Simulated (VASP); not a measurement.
# BN (P1) in VASP: single point with r2SCAN

Aim: the single point of BN with r2SCAN.

Program: VASP 6.6.1. These are calculated values, not measurements. Logs are shortened: lines on timing, memory, paths and dates and some standing lists are left out, and cuts for length are marked.

## (1) The cell of the first run

The typed cell holds 8 atoms: a = 3.626 Å, b = 3.626 Å, c = 3.626 Å, α = 90.00°, β = 90.00°, γ = 90.00°.

## (2) Single point, r2SCAN (atoms moved at random)

File POSCAR:

```
BN
1.0
    3.6260020000      0.0000000000      0.0000000000
    0.0000000000     -3.6260020000      0.0000000000
    0.0000000000      0.0000000000     -3.6260020000
B N
4 4
Direct
   -0.0081154987      0.5454055558      0.5128978780
    0.5138423963      0.0280401641      0.4785158912
    0.4750428989      0.4838346020     -0.0350813935
    0.0165943279     -0.0457636730      0.0266784159
    0.7234394697      0.7633772658      0.7495691592
    0.2492045044      0.2644922454      0.7767569243
    0.3293938291      0.7771016790      0.2700068174
    0.7005980725      0.1835121610      0.2206563077
```

File INCAR.step1:

```
PREC     = Accurate       # precision mode
ENCUT    = 520            # plane-wave cutoff, eV
ISMEAR   = 0              # smearing method
SIGMA    = 0.05           # smearing width, eV
LREAL    = False          # projectors in reciprocal space
LASPH    = True           # aspherical terms in the spheres
NELM     = 80             # most SCF steps
NBANDS   = 26             # bands
GGA      = PE             # functional
ALGO     = Normal         # electronic algorithm
EDIFF    = 1E-4           # SCF threshold, eV
LWAVE    = True           # write WAVECAR
LCHARG   = False          # write CHGCAR
```

File INCAR.step2:

```
PREC     = Accurate       # precision mode
ENCUT    = 520            # plane-wave cutoff, eV
EDIFF    = 1E-6           # SCF threshold, eV
ISMEAR   = 0              # smearing method
SIGMA    = 0.05           # smearing width, eV
LREAL    = False          # projectors in reciprocal space
LASPH    = True           # aspherical terms in the spheres
NELM     = 80             # most SCF steps
ALGO     = Normal         # electronic algorithm
ISIF     = 2              # what is computed and relaxed
LWAVE    = False          # write WAVECAR
LCHARG   = False          # write CHGCAR
METAGGA  = R2SCAN         # meta-GGA
LMIXTAU  = True         
NBANDS   = 26             # bands
ISTART   = 1
```

File KPOINTS:

```
Automatic mesh
0
Gamma
  6 6 6
```

Potentials or basis: VASP PAW PBE potentials, release 64 (B, N).

Command:

```bash
$ cat potpaw_PBE.64/B/POTCAR potpaw_PBE.64/N/POTCAR > POTCAR
$ cp INCAR.step1 INCAR
$ mpirun -np 1 vasp_std > vasp.out
$ cp INCAR.step2 INCAR
$ mpirun -np 1 vasp_std > vasp.out
```

OUTCAR:

```text
PREC = Accurate
   ENCUT = 520
   EDIFF = 1E-6
   ISMEAR = 0
   LREAL = False
   LASPH = True
   NELM = 80
   ISIF = 2
   METAGGA = R2SCAN
   ISTART = 1

 ion  position               nearest neighbor table
   1  0.992  0.545  0.513-   5 1.52   6 1.68   7 1.73
   2  0.514  0.028  0.479-   8 1.28   7 1.36   5 1.57   6 1.68
   3  0.475  0.484  0.965-   6 1.33   5 1.56   7 1.62   8 1.65
   4  0.017  0.954  0.027-   7 1.57   8 1.58   5 1.62   6 1.67
   5  0.723  0.763  0.750-   1 1.52   3 1.56   2 1.57   4 1.62
   6  0.249  0.264  0.777-   3 1.33   4 1.67   1 1.68   2 1.68
   7  0.329  0.777  0.270-   2 1.36   4 1.57   3 1.62   1 1.73
   8  0.701  0.184  0.221-   2 1.28   4 1.58   3 1.65

  LATTYP: Found a simple cubic cell.
 ALAT       =     3.6260020000

  Lattice vectors:

 A1 = (   3.6260020000,   0.0000000000,   0.0000000000)
 A2 = (   0.0000000000,  -3.6260020000,   0.0000000000)
 A3 = (   0.0000000000,   0.0000000000,  -3.6260020000)

Analysis of symmetry for initial positions (statically):
=====================================================================
 Subroutine PRICEL returns:
 Original cell was already a primitive cell.

 Routine SETGRP: Setting up the symmetry group for a
 simple cubic supercell.

 Subroutine GETGRP returns: Found  1 space group operations
 (whereof  1 operations were pure point group operations)
 out of a pool of 48 trial point group operations.

The static configuration has the point symmetry C_1 .

Analysis of symmetry for dynamics (positions and initial velocities):
=====================================================================
 Subroutine PRICEL returns:
 Original cell was already a primitive cell.

 Routine SETGRP: Setting up the symmetry group for a
 simple cubic supercell.

 Subroutine GETGRP returns: Found  1 space group operations
 (whereof  1 operations were pure point group operations)
 out of a pool of 48 trial point group operations.

The dynamic configuration has the point symmetry C_1 .

 Subroutine INISYM returns: Found  1 space group operations
 (whereof  1 operations are pure point group operations),
 and found     1 'primitive' translations

----------------------------------------------------------------------------------------

                                     Primitive cell

  volume of cell :      47.6743

  direct lattice vectors                    reciprocal lattice vectors
     3.626002000  0.000000000  0.000000000     0.275785838  0.000000000  0.000000000
     0.000000000 -3.626002000  0.000000000     0.000000000 -0.275785838  0.000000000
     0.000000000  0.000000000 -3.626002000     0.000000000  0.000000000 -0.275785838

  length of vectors
     3.626002000  3.626002000  3.626002000     0.275785838  0.275785838  0.275785838

  position of ions in fractional coordinates (direct lattice)
     0.991884501  0.545405556  0.512897878
     0.513842396  0.028040164  0.478515891
     0.475042899  0.483834602  0.964918606
     0.016594328  0.954236327  0.026678416
     0.723439470  0.763377266  0.749569159
     0.249204504  0.264492245  0.776756924
     0.329393829  0.777101679  0.270006817
     0.700598072  0.183512161  0.220656308

  ion indices of the primitive-cell ions
   primitive index   ion index
                 1           1
                 2           2
                 3           3
                 4           4
                 5           5
                 6           6
                 7           7
                 8           8

----------------------------------------------------------------------------------------

 KPOINTS: Automatic mesh

Automatic generation of k-mesh.
 Grid dimensions read from file:
 generate k-points for:    6    6    6

 Generating k-lattice:

  Cartesian coordinates                     Fractional coordinates (reciprocal lattice)
     0.045964306  0.000000000  0.000000000     0.166666667  0.000000000  0.000000000
     0.000000000 -0.045964306  0.000000000     0.000000000  0.166666667  0.000000000
     0.000000000  0.000000000 -0.045964306     0.000000000  0.000000000  0.166666667

  Length of vectors
     0.045964306  0.045964306  0.045964306

  Shift w.r.t. Gamma in fractional coordinates (k-lattice)
     0.000000000  0.000000000  0.000000000

 Subroutine IBZKPT returns following result:
 ===========================================

 Found    112 irreducible k-points:

 Following reciprocal coordinates:
            Coordinates               Weight
  0.000000  0.000000  0.000000      1.000000
  0.166667  0.000000  0.000000      2.000000
  0.000000  0.166667  0.000000      2.000000
  0.000000  0.000000  0.166667      2.000000
  0.333333  0.000000  0.000000      2.000000
  0.000000  0.333333  0.000000      2.000000
[... 16 lines left out ...]
  0.000000 -0.333333  0.166667      2.000000
 -0.166667  0.000000  0.333333      2.000000
 [... further k-points ...]
   k-points           NKPTS =    112   k-points in BZ     NKDIM =    112   number of bands    NBANDS=     26
   number of dos      NEDOS =    301   number of ions     NIONS =      8
   total plane-waves  NPLWV =  21952
   dimension x,y,z NGX =    28 NGY =   28 NGZ =   28
   dimension x,y,z NGXF=    56 NGYF=   56 NGZF=   56
   ions per type =               4   4
   NGX,Y,Z   is equivalent  to a cutoff of  12.84, 12.84, 12.84 a.u.
   NGXF,Y,Z  is equivalent  to a cutoff of  25.68, 25.68, 25.68 a.u.
 SYSTEM =  unknown system
   PREC   = accura    normal or accurate (medium, high low for compatibility)
   ISTART =      1    job   : 0-new  1-cont  2-samecut
   ICHARG =      0    charge: 1-file 2-atom 10-const
   ISPIN  =      1    spin polarized calculation?
   LNONCOLLINEAR =      F non collinear calculations
   LSORBIT =      F    spin-orbit coupling
   LASPH  =      T    aspherical Exc in radial PAW
   ENCUT  =  520.0 eV  38.22 Ry    6.18 a.u.   6.74  6.74  6.74*2*pi/ulx,y,z
   NELM   =     80;   NELMIN=  2; NELMDL=  0     # of ELM steps
   EDIFF  = 0.1E-05   stopping-criterion for ELM
   LREAL  =      F    real-space projection
   EDIFFG = 0.1E-04   stopping-criterion for IOM
   NSW    =      0    number of steps for IOM
   IBRION =     -1    ionic relax: 0-MD 1-quasi-New 2-CG
   NFREE  =      0    steps in history (QN), initial steepest desc. (CG)
   ISIF   =      2    stress and relaxation
   ISYM   =      2    0-nonsym 1-usesym 2-fastsym
   POTIM  = 0.5000    time-step for ionic-motion
   TEBEG  =    0.0;   TEEND  =   0.0 temperature during run
   PSTRESS=    0.0 pullay stress
   NELECT =      32.0000    total number of electrons
   NUPDOWN=      -1.0000    fix difference up-down
   EMIN   =  10.00;   EMAX   =-10.00  energy-range for DOS
   EFERMI =   0.00;   METHOD = LEGACY
   ISMEAR =     0;   SIGMA  =   0.05  broadening in eV -4-tet -1-fermi 0-gaus
   EFERMI_NEDOS =   21; number of points for ismear=-14 and -15
   IALGO  =     38    algorithm
   IMIX   =      4    mixing-type and parameters
     AMIX     =   0.40;   BMIX     =  1.00
     AMIX_MAG =   1.60;   BMIX_MAG =  1.00
  volume/ion in A,a.u.               =       5.96        40.22
  Fermi-wavevector in a.u.,A,eV,Ry     =   1.433387  2.708709 27.954506  2.054598
  Thomas-Fermi vector in A             =   2.552911
   LORBIT       =      0    0 simple, 1 ext, 2 COOP (PROOUT), +10 PAW based schemes
   METAGGA = R2SCAN    functional components
   LHFCALC =     F    Hartree Fock is set to
   AEXX    =    0.0000 exact exchange contribution
   IVDW    =     0    specifies the selected vdW correction
   LEPSILON=     F    determine dielectric tensor
   LRPA    =     F    only Hartree local field effects (RPA)
 non-spin polarized calculation
 Gauss-broadening in eV      SIGMA  =   0.05
  energy-cutoff  :      520.00
  volume of cell :       47.67
 maximum number of plane-waves:      1328
   NGX = 13   NGY = 13   NGZ = 13

 number of electron      32.0000000 magnetization

 Free energy of the ion-electron system (eV)
  ---------------------------------------------------
  ext. energy  EPLUGINS =         0.00000000
  ---------------------------------------------------
  free energy    TOTEN  =       -70.13827525 eV

  energy without entropy =      -70.13827525  energy(sigma->0) =      -70.13827525

 E-fermi :   8.1058     XC(G=0): -13.5910

 val. band max:        7.8569588487   @ k =   0.0000   0.0000   0.0000
 cond. band min:      10.6477403131   @ k =   0.0000   0.0000   0.0000
 fundamental gap:      2.7907814644
 Fermi energy:         8.1057956951

 k-point     1 :       0.0000    0.0000    0.0000
  band No.  band energies     occupation
      1     -14.4523      2.00000
      2      -9.1564      2.00000
      3      -8.7162      2.00000
      4      -8.2247      2.00000
      5      -2.7380      2.00000
      6      -2.0731      2.00000
[... 18 lines left out ...]
     25      18.3931      0.00000
     26      19.1546      0.00000

 k-point     2 :       0.1667    0.0000    0.0000
  band No.  band energies     occupation
      1     -14.2482      2.00000
      2      -9.4638      2.00000
      3      -8.8391      2.00000
      4      -8.3488      2.00000
      5      -2.5440      2.00000
      6      -1.6147      2.00000
[... 18 lines left out ...]
     25      18.9097      0.00000
     26      19.8191      0.00000

 k-point     3 :       0.0000    0.1667    0.0000
  band No.  band energies     occupation
      1     -14.2398      2.00000
      2      -9.6679      2.00000
      3      -8.7156      2.00000
      4      -8.2252      2.00000
      5      -2.5594      2.00000
      6      -1.8404      2.00000
[... 572 lines left out ...]
 k-point    23 :       0.0000   -0.3333    0.1667
  band No.  band energies     occupation
      1     -13.4182      2.00000
      2     -10.8795      2.00000
      3      -8.9162      2.00000
      4      -8.2448      2.00000
      5      -2.1012      2.00000
      6      -1.3824      2.00000
[... 18 lines left out ...]
     25      20.5076      0.00000
     26      20.9805      0.00000

 k-point    24 :      -0.1667    0.0000    0.3333
  band No.  band energies     occupation
      1     -13.3936      2.00000
      2     -10.9675      2.00000
      3      -8.8782      2.00000
      4      -8.2075      2.00000
      5      -2.1395      2.00000
      6      -1.2913      2.00000
[... 18 lines left out ...]
     25      20.4427      0.00000
     26      21.3814      0.00000

 [... further k-points ...]
[... 5 lines left out ...]
  --------------------------------------------------------------------------------------
  -------------------------------------------------------------------------------------
  Total        6.8059556      7.7291449     10.4007469     -8.5505715      1.6795733     -0.6730786
  in kB      228.7260200    259.7514107    349.5352592   -287.3568836     56.4449926    -22.6199816
  external PRESSURE =     279.3375633 kB  Pullay stress =       0.0000000 kB

 VOLUME and BASIS-vectors are now :
 -----------------------------------------------------------------------------
  energy-cutoff  :      520.00
  volume of cell :       47.67
      direct lattice vectors                 reciprocal lattice vectors
     3.626002000  0.000000000  0.000000000     0.275785838  0.000000000  0.000000000
     0.000000000 -3.626002000  0.000000000     0.000000000 -0.275785838  0.000000000
     0.000000000  0.000000000 -3.626002000     0.000000000  0.000000000 -0.275785838

 POSITION                                       TOTAL-FORCE (eV/Angst)
 -----------------------------------------------------------------------------------
      3.59658     -1.97764     -1.85977         1.484526      2.969896     -0.214091
      1.86319     -0.10167     -1.73510        -2.427023      1.771353     -8.515927
      1.72251     -1.75439     -3.49880         5.348339     -2.876906     -5.128432
      0.06017     -3.46006     -0.09674        -1.435637     -3.761467      1.297976
      2.62319     -2.76801     -2.71794         4.817093      2.433583      0.391829
      0.90362     -0.95905     -2.81652        -5.748326      2.572354      5.676404
      1.19438     -2.81777     -0.97905       -12.568405      7.402181      3.352651
      2.54037     -0.66542     -0.80010        10.529432    -10.510995      3.139590
 -----------------------------------------------------------------------------------
    total drift:                                0.000152      0.000139     -0.000002

  FREE ENERGIE OF THE ION-ELECTRON SYSTEM (eV)
  ---------------------------------------------------
  free  energy   TOTEN  =       -70.1382752463 eV

  energy  without entropy=      -70.1382752463  energy(sigma->0) =      -70.13827525
```

Wall time 7.4 min (1 thread of Intel Xeon 8259CL, shared host); peak memory 0.24 GiB.

Results:

| Quantity | Value |
| --- | --- |
| Free energy | -70.1383 eV |
| Pressure | 27.9 GPa |
| Largest force | 15.205 eV/Å |
| Band gap on the k mesh | 2.79 eV |

Forces on the atoms (eV/Å):
```
B     1.485   2.970  -0.214
B    -2.427   1.771  -8.516
B     5.348  -2.877  -5.128
B    -1.436  -3.761   1.298
N     4.817   2.434   0.392
N    -5.748   2.572   5.676
N   -12.568   7.402   3.353
N    10.529 -10.511   3.140
```

Caveat: the cell differs from its parent crystal (atoms moved at random); the cell stands under pressure; the PAW data sets were made with another functional, which shifts forces and pressure a little.
